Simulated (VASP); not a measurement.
LiF:

```
Li F
1.0
     0.00000    2.21646    2.14461
     2.21646    0.00000    2.14461
     2.21646    2.21646    0.00000
Li F
1 1
Cartesian
  0.0000 0.0000 0.0000
  1.1082 1.1082 1.0723
```

This cell differs from its parent crystal: biaxial xy strain +3.4%.

Base run:

```yaml
Program: VASP 6.6.1
Functional: r2SCAN
Potentials_or_basis: VASP PAW PBE potentials, release 64 (Li_sv, F)
Cutoff: 520 eV
k_mesh: 10 × 10 × 10
Occupations: gaussian, width 0.01 eV
Spin: no spin polarisation
```

Its results: band gap on the k mesh 8.36 eV, direct.

The run is repeated on the same cell with these changes: functional from r2SCAN to PBE; occupations from gaussian, width 0.01 eV to fermi-dirac, width 0.02 eV. What comes out?

Band gap on the k mesh 7.53 eV, direct.

A k mesh can miss the band edges.
